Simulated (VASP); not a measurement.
Si25C24 (a cell with a defect), 49 atoms in the cell. The cell holds a defect, 49 atoms: a = 7.999 Å, b = 7.999 Å, c = 7.999 Å, α = 84.05°, β = 84.05°, γ = 84.05°.  This cell differs from its parent crystal: with an interstitial atom, then relaxed in part.

```yaml
Program: VASP 6.6.1
Task: single point
Functional: PBE
Potentials_or_basis: VASP PAW PBE potentials, release 64 (Si, C)
Cutoff: 520 eV
k_mesh: 2 × 2 × 2, shifted
Occupations: gaussian, width 0.01 eV
Spin: no spin polarisation
Dipole_correction: no
Charge: 2
Further_INCAR_settings: LREAL = Auto; ALGO = Normal; EDIFF = 1e-06; NBANDS = 128; NELECT = 194.0
```

Potentials or basis: VASP PAW PBE potentials, release 64 (Si, C).

Command:

```bash
$ cat potpaw_PBE.64/Si/POTCAR potpaw_PBE.64/C/POTCAR > POTCAR
$ mpirun -np 1 vasp_std > vasp.out
```

Hardware: 1 thread of AMD EPYC 9R45 96-Core Processor (Zen 5), on a shared host.

Estimate the wall time of this run.

It took 2.2 min on 1 thread of AMD EPYC 9R45 96-Core Processor (Zen 5) (shared host), peak memory 0.46 GiB. Counts: scf iterations 16, k points 2.
